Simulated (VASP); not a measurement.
# TaN (Fm-3m) in VASP: a series of runs

Runs on TaN. Level: PBE. Tasks: single point, relaxation of cell and atoms.

Program: VASP 6.6.1. These are calculated values, not measurements. Logs are shortened: lines on timing, memory, paths and dates and some standing lists are left out, and cuts for length are marked.

## 1. The cell of the first run

The structure is cubic, space group Fm-3m (No. 225). Conventional cell: a = 4.417 Å, b = 4.417 Å, c = 4.417 Å, α = 90.00°, β = 90.00°, γ = 90.00°. Ta (site symmetry m-3m) has 6 N at 2.21 Å within 2.9 Å. Within 2.9 Å of N (site symmetry m-3m) lie 6 Ta at 2.21 Å.

## 2. Single point, PBE

File INCAR:

```
SYSTEM = TaN
ALGO = Normal
EDIFF = 1E-6
ENCUT = 520
GGA = PE
ISIF = 2
ISMEAR = 0
LASPH = .True.
LCHARG = .False.
LREAL = Auto
LWAVE = .False.
NBANDS = 78
NELM = 60
PREC = Accurate
SIGMA = 0.1
```

File KPOINTS:

```
k-points
0
Gamma
  5 5 5
  0 0 0
```

File POSCAR:

```
TaN
1.0
    0.0000000000      4.4172695543     -4.4172695543
    4.4172695543      4.4172695543      0.0000000000
    4.4172695543      0.0000000000     -4.4172695543
Ta N
8 8
Direct
    0.2500000000      0.7500000000      0.2500000000
    0.2500000000      0.2500000000      0.2500000000
    0.7500000000      0.7500000000      0.2500000000
    0.7500000000      0.2500000000      0.2500000000
    0.2500000000      0.7500000000      0.7500000000
    0.2500000000      0.2500000000      0.7500000000
    0.7500000000      0.7500000000      0.7500000000
    0.7500000000      0.2500000000      0.7500000000
    0.0000000000      0.0000000000      0.5000000000
    0.0000000000      0.5000000000      0.5000000000
    0.5000000000      0.0000000000      0.5000000000
    0.5000000000      0.5000000000      0.5000000000
    0.0000000000      0.0000000000      1.0000000000
    0.0000000000      0.5000000000      1.0000000000
    0.5000000000      0.0000000000      1.0000000000
    0.5000000000      0.5000000000      1.0000000000
```

Potentials or basis: VASP PAW PBE potentials, release 64 (Ta_pv, N).

Started as:

```
> cat potpaw_PBE.64/Ta_pv/POTCAR potpaw_PBE.64/N/POTCAR > POTCAR
> mpirun -np 1 vasp_std > vasp.out
```

OUTCAR:

```text
SYSTEM = TaN
   EDIFF = 1E-6
   ENCUT = 520
   GGA = PE
   ISIF = 2
   ISMEAR = 0
   LASPH = .True.
   LREAL = Auto
   NELM = 60
   PREC = Accurate

 ion  position               nearest neighbor table
   1  0.250  0.750  0.250-   9 2.21  10 2.21  12 2.21  13 2.21  15 2.21  16 2.21   2 3.12   3 3.12
                             5 3.12   5 3.12   6 3.12   7 3.12   2 3.12   4 3.12   6 3.12   3 3.12
   2  0.250  0.250  0.250-   9 2.21  10 2.21  11 2.21  14 2.21  15 2.21  16 2.21   1 3.12   4 3.12
                             6 3.12   5 3.12   6 3.12   8 3.12   1 3.12   3 3.12   5 3.12   3 3.12
   3  0.750  0.750  0.250-  10 2.21  11 2.21  12 2.21  13 2.21  14 2.21  15 2.21   1 3.12   4 3.12
                             7 3.12   5 3.12   7 3.12   8 3.12   2 3.12   4 3.12   8 3.12   1 3.12
   4  0.750  0.250  0.250-   9 2.21  11 2.21  12 2.21  13 2.21  14 2.21  16 2.21   2 3.12   3 3.12
                             8 3.12   6 3.12   7 3.12   8 3.12   1 3.12   3 3.12   7 3.12   1 3.12
   5  0.250  0.750  0.750-   9 2.21  11 2.21  12 2.21  13 2.21  14 2.21  16 2.21   1 3.12   6 3.12
                             7 3.12   1 3.12   2 3.12   3 3.12   2 3.12   6 3.12   8 3.12   3 3.12
   6  0.250  0.250  0.750-  10 2.21  11 2.21  12 2.21  13 2.21  14 2.21  15 2.21   2 3.12   5 3.12
                             8 3.12   1 3.12   2 3.12   4 3.12   1 3.12   5 3.12   7 3.12   4 3.12
   7  0.750  0.750  0.750-   9 2.21  10 2.21  11 2.21  14 2.21  15 2.21  16 2.21   3 3.12   5 3.12
                             8 3.12   1 3.12   3 3.12   4 3.12   4 3.12   6 3.12   8 3.12   1 3.12
   8  0.750  0.250  0.750-   9 2.21  10 2.21  12 2.21  13 2.21  15 2.21  16 2.21   4 3.12   6 3.12
                             7 3.12   2 3.12   3 3.12   4 3.12   3 3.12   5 3.12   7 3.12   2 3.12
   9  0.000  0.000  0.500-   1 2.21   2 2.21   4 2.21   5 2.21   7 2.21   8 2.21
  10  0.000  0.500  0.500-   1 2.21   2 2.21   3 2.21   6 2.21   7 2.21   8 2.21
  11  0.500  0.000  0.500-   2 2.21   3 2.21   4 2.21   5 2.21   6 2.21   7 2.21
  12  0.500  0.500  0.500-   1 2.21   3 2.21   4 2.21   5 2.21   6 2.21   8 2.21
  13  0.000  0.000  0.000-   1 2.21   3 2.21   4 2.21   5 2.21   6 2.21   8 2.21
  14  0.000  0.500  0.000-   2 2.21   3 2.21   4 2.21   5 2.21   6 2.21   7 2.21
  15  0.500  0.000  0.000-   1 2.21   2 2.21   3 2.21   6 2.21   7 2.21   8 2.21
  16  0.500  0.500  0.000-   1 2.21   2 2.21   4 2.21   5 2.21   7 2.21   8 2.21

  LATTYP: Found a face centered cubic cell.
 ALAT       =     8.8345391086

  Lattice vectors:

 A1 = (   0.0000000000,   4.4172695543,  -4.4172695543)
 A2 = (   4.4172695543,   4.4172695543,   0.0000000000)
 A3 = (   4.4172695543,   0.0000000000,  -4.4172695543)

Analysis of symmetry for initial positions (statically):
=====================================================================
 Subroutine PRICEL returns following result:

  LATTYP: Found a face centered cubic cell.
 ALAT       =     4.4172695543

  Lattice vectors:

 A1 = (   0.0000000000,   2.2086347771,  -2.2086347771)
 A2 = (   2.2086347771,   2.2086347771,   0.0000000000)
 A3 = (   2.2086347771,   0.0000000000,  -2.2086347771)

   8 primitive cells build up your supercell.

 Routine SETGRP: Setting up the symmetry group for a
 face centered cubic supercell.

 Subroutine GETGRP returns: Found 48 space group operations
 (whereof 48 operations were pure point group operations)
 out of a pool of 48 trial point group operations.

The static configuration has the point symmetry O_h .

Analysis of symmetry for dynamics (positions and initial velocities):
=====================================================================
 Subroutine PRICEL returns following result:

  LATTYP: Found a face centered cubic cell.
 ALAT       =     4.4172695543

  Lattice vectors:

 A1 = (   0.0000000000,   2.2086347771,  -2.2086347771)
 A2 = (   2.2086347771,   2.2086347771,   0.0000000000)
 A3 = (   2.2086347771,   0.0000000000,  -2.2086347771)

   8 primitive cells build up your supercell.

 Routine SETGRP: Setting up the symmetry group for a
 face centered cubic supercell.

 Subroutine GETGRP returns: Found 48 space group operations
 (whereof 48 operations were pure point group operations)
 out of a pool of 48 trial point group operations.

The dynamic configuration has the point symmetry O_h .

 Subroutine INISYM returns: Found 48 space group operations
 (whereof 48 operations are pure point group operations),
 and found     8 'primitive' translations

----------------------------------------------------------------------------------------

                                     Primitive cell

  volume of cell :      21.5477

  direct lattice vectors                    reciprocal lattice vectors
     0.000000000  2.208634777 -2.208634777    -0.226384192  0.226384192 -0.226384192
     2.208634777  2.208634777  0.000000000     0.226384192  0.226384192  0.226384192
     2.208634777  0.000000000 -2.208634777     0.226384192 -0.226384192 -0.226384192

  length of vectors
     3.123481256  3.123481256  3.123481256     0.392108923  0.392108923  0.392108923

  position of ions in fractional coordinates (direct lattice)
     0.500000000  0.500000000  0.500000000
     0.000000000  0.000000000  0.000000000

  ion indices of the primitive-cell ions
   primitive index   ion index
                 1           1
                 2           9

----------------------------------------------------------------------------------------

 KPOINTS: k-points

Automatic generation of k-mesh.
 Grid dimensions read from file:
 generate k-points for:    5    5    5

 Generating k-lattice:

  Cartesian coordinates                     Fractional coordinates (reciprocal lattice)
    -0.022638419  0.022638419 -0.022638419     0.200000000  0.000000000  0.000000000
     0.022638419  0.022638419  0.022638419     0.000000000  0.200000000  0.000000000
     0.022638419 -0.022638419 -0.022638419     0.000000000  0.000000000  0.200000000

  Length of vectors
     0.039210892  0.039210892  0.039210892

  Shift w.r.t. Gamma in fractional coordinates (k-lattice)
     0.000000000  0.000000000  0.000000000

 Subroutine IBZKPT returns following result:
 ===========================================

 Found     10 irreducible k-points:

 Following reciprocal coordinates:
            Coordinates               Weight
  0.000000  0.000000  0.000000      1.000000
  0.200000  0.000000  0.000000      8.000000
  0.400000  0.000000  0.000000      8.000000
  0.200000  0.200000  0.000000      6.000000
  0.400000  0.200000  0.000000     24.000000
 -0.400000  0.200000  0.000000     24.000000
 -0.200000  0.200000  0.000000     12.000000
  0.400000  0.400000  0.000000      6.000000
 -0.400000  0.400000  0.000000     12.000000
 -0.400000  0.400000  0.200000     24.000000
   k-points           NKPTS =     10   k-points in BZ     NKDIM =     10   number of bands    NBANDS=     78
   number of dos      NEDOS =    301   number of ions     NIONS =     16
   total plane-waves  NPLWV = 110592
   dimension x,y,z NGX =    48 NGY =   48 NGZ =   48
   dimension x,y,z NGXF=    96 NGYF=   96 NGZF=   96
   ions per type =               8   8
   NGX,Y,Z   is equivalent  to a cutoff of  12.77, 12.77, 12.77 a.u.
   NGXF,Y,Z  is equivalent  to a cutoff of  25.55, 25.55, 25.55 a.u.
 SYSTEM =  TaN
   PREC   = accura    normal or accurate (medium, high low for compatibility)
   ISTART =      0    job   : 0-new  1-cont  2-samecut
   ICHARG =      2    charge: 1-file 2-atom 10-const
   ISPIN  =      1    spin polarized calculation?
   LNONCOLLINEAR =      F non collinear calculations
   LSORBIT =      F    spin-orbit coupling
   LASPH  =      T    aspherical Exc in radial PAW
   ENCUT  =  520.0 eV  38.22 Ry    6.18 a.u.  11.62 11.62 11.62*2*pi/ulx,y,z
   NELM   =     60;   NELMIN=  2; NELMDL= -5     # of ELM steps
   EDIFF  = 0.1E-05   stopping-criterion for ELM
   LREAL  =      T    real-space projection
   EDIFFG = 0.1E-04   stopping-criterion for IOM
   NSW    =      0    number of steps for IOM
   IBRION =     -1    ionic relax: 0-MD 1-quasi-New 2-CG
   NFREE  =      0    steps in history (QN), initial steepest desc. (CG)
   ISIF   =      2    stress and relaxation
   ISYM   =      2    0-nonsym 1-usesym 2-fastsym
   POTIM  = 0.5000    time-step for ionic-motion
   TEBEG  =    0.0;   TEEND  =   0.0 temperature during run
   PSTRESS=    0.0 pullay stress
   NELECT =     128.0000    total number of electrons
   NUPDOWN=      -1.0000    fix difference up-down
   EMIN   =  10.00;   EMAX   =-10.00  energy-range for DOS
   EFERMI =   0.00;   METHOD = LEGACY
   ISMEAR =     0;   SIGMA  =   0.10  broadening in eV -4-tet -1-fermi 0-gaus
   EFERMI_NEDOS =   21; number of points for ismear=-14 and -15
   IALGO  =     38    algorithm
   IMIX   =      4    mixing-type and parameters
     AMIX     =   0.40;   BMIX     =  1.00
     AMIX_MAG =   1.60;   BMIX_MAG =  1.00
  volume/ion in A,a.u.               =      10.77        72.71
  Fermi-wavevector in a.u.,A,eV,Ry     =   1.482453  2.801430 29.901072  2.197667
  Thomas-Fermi vector in A             =   2.596237
   LORBIT       =      0    0 simple, 1 ext, 2 COOP (PROOUT), +10 PAW based schemes
   GGA     = PE    functional components
   LHFCALC =     F    Hartree Fock is set to
   AEXX    =    0.0000 exact exchange contribution
   IVDW    =     0    specifies the selected vdW correction
   LEPSILON=     F    determine dielectric tensor
   LRPA    =     F    only Hartree local field effects (RPA)
 non-spin polarized calculation
 Gauss-broadening in eV      SIGMA  =   0.10
  energy-cutoff  :      520.00
  volume of cell :      172.38
 maximum number of plane-waves:      4675
   NGX = 23   NGY = 23   NGZ = 23

 number of electron     128.0000027 magnetization

 Free energy of the ion-electron system (eV)
  ---------------------------------------------------
  ext. energy  EPLUGINS =         0.00000000
  ---------------------------------------------------
  free energy    TOTEN  =      -174.73148370 eV

  energy without entropy =     -174.70274630  energy(sigma->0) =     -174.71711500

 E-fermi :   9.4228     XC(G=0): -13.3649

 val. band max:        9.3308093779   @ k =  -0.4000   0.4000   0.0000
 cond. band min:       9.4504833028   @ k =   0.0000   0.0000   0.0000
 fundamental gap:      0.1196739249
 Fermi energy:         9.4227908467

 k-point     1 :       0.0000    0.0000    0.0000
  band No.  band energies     occupation
      1     -27.2295      2.00000
      2     -27.2295      2.00000
      3     -27.2295      2.00000
      4     -27.2295      2.00000
      5     -27.1089      2.00000
      6     -27.1089      2.00000
[... 68 lines left out ...]
     75      11.3457      0.00000
     76      11.3457      0.00000

 k-point     2 :       0.2000    0.0000    0.0000
  band No.  band energies     occupation
      1     -27.1935      2.00000
      2     -27.1935      2.00000
      3     -27.1935      2.00000
      4     -27.1574      2.00000
      5     -27.0788      2.00000
      6     -27.0788      2.00000
[... 68 lines left out ...]
     75      11.4031      0.00000
     76      11.4031      0.00000

 k-point     3 :       0.4000    0.0000    0.0000
  band No.  band energies     occupation
      1     -27.1065      2.00000
      2     -27.1065      2.00000
      3     -27.1065      2.00000
      4     -27.0444      2.00000
      5     -27.0444      2.00000
      6     -27.0444      2.00000
[... 542 lines left out ...]
     75      11.1697      0.00000
     76      11.1736      0.00000

 k-point    10 :      -0.4000    0.4000    0.2000
  band No.  band energies     occupation
      1     -27.0333      2.00000
      2     -27.0333      2.00000
      3     -26.9967      2.00000
      4     -26.9532      2.00000
      5     -26.9532      2.00000
      6     -26.9426      2.00000
[... 68 lines left out ...]
     75      11.2587      0.00000
     76      11.2757      0.00000
 [bands above 76 left out]

------------------------ aborting loop because EDIFF is reached ----------------------------------------

  FORCE on cell =-STRESS in cart. coord.  units (eV):
  Direction    XX          YY          ZZ          XY          YZ          ZX
  --------------------------------------------------------------------------------------
  -------------------------------------------------------------------------------------
  Total        0.7051910      0.7051910      0.7051910      0.0000000      0.0000000      0.0000000
  in kB        6.5542901      6.5542901      6.5542901      0.0000000      0.0000000      0.0000000
  external PRESSURE =       6.5542901 kB  Pullay stress =       0.0000000 kB

 VOLUME and BASIS-vectors are now :
 -----------------------------------------------------------------------------
  energy-cutoff  :      520.00
  volume of cell :      172.38
      direct lattice vectors                 reciprocal lattice vectors
     0.000000000  4.417269554 -4.417269554    -0.113192096  0.113192096 -0.113192096
     4.417269554  4.417269554  0.000000000     0.113192096  0.113192096  0.113192096
     4.417269554  0.000000000 -4.417269554     0.113192096 -0.113192096 -0.113192096

 POSITION                                       TOTAL-FORCE (eV/Angst)
 -----------------------------------------------------------------------------------
      4.41727      4.41727     -2.20863         0.000000     -0.000000     -0.000000
      2.20863      2.20863     -2.20863         0.000000     -0.000000      0.000000
      4.41727      6.62590     -4.41727        -0.000000      0.000000     -0.000000
      2.20863      4.41727     -4.41727        -0.000000      0.000000      0.000000
      6.62590      4.41727     -4.41727         0.000000     -0.000000     -0.000000
      4.41727      2.20863     -4.41727        -0.000000     -0.000000      0.000000
[... 8 lines left out ...]
      0.00000      2.20863     -2.20863         0.000000      0.000000      0.000000
      2.20863      4.41727     -2.20863         0.000000      0.000000      0.000000
 -----------------------------------------------------------------------------------
    total drift:                                0.000000     -0.000000     -0.000000

  FREE ENERGIE OF THE ION-ELECTRON SYSTEM (eV)
  ---------------------------------------------------
  free  energy   TOTEN  =      -174.7314837048 eV

  energy  without entropy=     -174.7027463017  energy(sigma->0) =     -174.71711500
```

It took 5.1 min on 1 thread of Intel Xeon 6975P-C, shared host; peak memory 0.38 GiB.

Results:

```yaml
Free_energy: -174.7315 eV
Pressure: 0.7 GPa
Band_gap_on_the_k_mesh: zero (band 64 reaches 10.30 eV, above the bottom of band 65 at 8.47 eV)
```

Caveat: spin-orbit coupling is left out, which moves the levels of the heavy elements.

## 3. Single point, PBE

This run uses another cell than the first one: it holds 2 atoms, not 16.

File INCAR:

```
SYSTEM = TaN
  PREC = Accurate
  ENCUT = 520
  EDIFF = 1E-7
  ISMEAR = -1
  SIGMA = 0.15
  LREAL = .FALSE.
  LASPH = .TRUE.
  NELM = 60
  ALGO = Normal
  ISIF = 2
  LWAVE = .FALSE.
  LCHARG = .FALSE.
  GGA = PE
  NBANDS = 15
```

File KPOINTS:

```
Automatic mesh
0
G
  16 16 16
  0 0 0
```

File POSCAR:

```
TaN
1.0
    0.0000000000      2.1381461726      2.1381461726
    2.1381461726      0.0000000000      2.1381461726
    2.1381461726      2.1381461726      0.0000000000
Ta N
1 1
Direct
    0.5000000000      0.5000000000      0.5000000000
    0.0000000000      0.0000000000      0.0000000000
```

Potentials or basis: VASP PAW PBE potentials, release 64 (Ta_pv, N).

Started as:

```
> cat potpaw_PBE.64/Ta_pv/POTCAR potpaw_PBE.64/N/POTCAR > POTCAR
> mpirun -np 1 vasp_std > vasp.out
```

OUTCAR:

```text
SYSTEM = TaN
   PREC = Accurate
   ENCUT = 520
   EDIFF = 1E-7
   ISMEAR = -1
   LREAL = .FALSE.
   LASPH = .TRUE.
   NELM = 60
   ISIF = 2
   GGA = PE

 ion  position               nearest neighbor table
   1  0.500  0.500  0.500-   2 2.14   2 2.14   2 2.14   2 2.14   2 2.14   2 2.14
   2  0.000  0.000  0.000-   1 2.14   1 2.14   1 2.14   1 2.14   1 2.14   1 2.14

  LATTYP: Found a face centered cubic cell.
 ALAT       =     4.2762923452

  Lattice vectors:

[... 608 lines left out ...]
      9       8.6186      1.99999
     10       8.9685      1.99994
     11      11.1209      0.03639
     12      12.0421      0.00008
     13      13.5781      0.00000
     14      20.8160      0.00000
     15      23.0903      0.00000

 [... further k-points ...]
[... 5 lines left out ...]
  --------------------------------------------------------------------------------------
  -------------------------------------------------------------------------------------
  Total        5.0413820      5.0413820      5.0413820      0.0000000      0.0000000      0.0000000
  in kB      413.1597564    413.1597564    413.1597564      0.0000000      0.0000000      0.0000000
  external PRESSURE =     413.1597564 kB  Pullay stress =       0.0000000 kB

 VOLUME and BASIS-vectors are now :
 -----------------------------------------------------------------------------
  energy-cutoff  :      520.00
  volume of cell :       19.55
      direct lattice vectors                 reciprocal lattice vectors
     0.000000000  2.138146173  2.138146173    -0.233847436  0.233847436  0.233847436
     2.138146173  0.000000000  2.138146173     0.233847436 -0.233847436  0.233847436
     2.138146173  2.138146173  0.000000000     0.233847436  0.233847436 -0.233847436

 POSITION                                       TOTAL-FORCE (eV/Angst)
 -----------------------------------------------------------------------------------
      2.13815      2.13815      2.13815         0.000000     -0.000000      0.000000
      0.00000      0.00000      0.00000         0.000000      0.000000      0.000000
 -----------------------------------------------------------------------------------
    total drift:                                0.000000     -0.000000     -0.000000

  FREE ENERGIE OF THE ION-ELECTRON SYSTEM (eV)
  ---------------------------------------------------
  free  energy   TOTEN  =       -21.6128267806 eV

  energy  without entropy=      -21.5569657840  energy(sigma->0) =      -21.58489628
```

Run time: 30 s. Hardware: 1 thread of Intel Xeon Platinum 8259CL at 2.50GHz (Skylake/Cascade Lake), shared host; peak memory 0.17 GiB.

Results:

| Quantity | Value |
| --- | --- |
| Free energy | -21.6128 eV |
| Pressure | 41.3 GPa |
| Band gap on the k mesh | zero (band 8 reaches 12.70 eV, above the bottom of band 9 at 8.17 eV) |

Caveat: spin-orbit coupling is left out, which moves the levels of the heavy elements.

(Continued in part 2 of 2.)
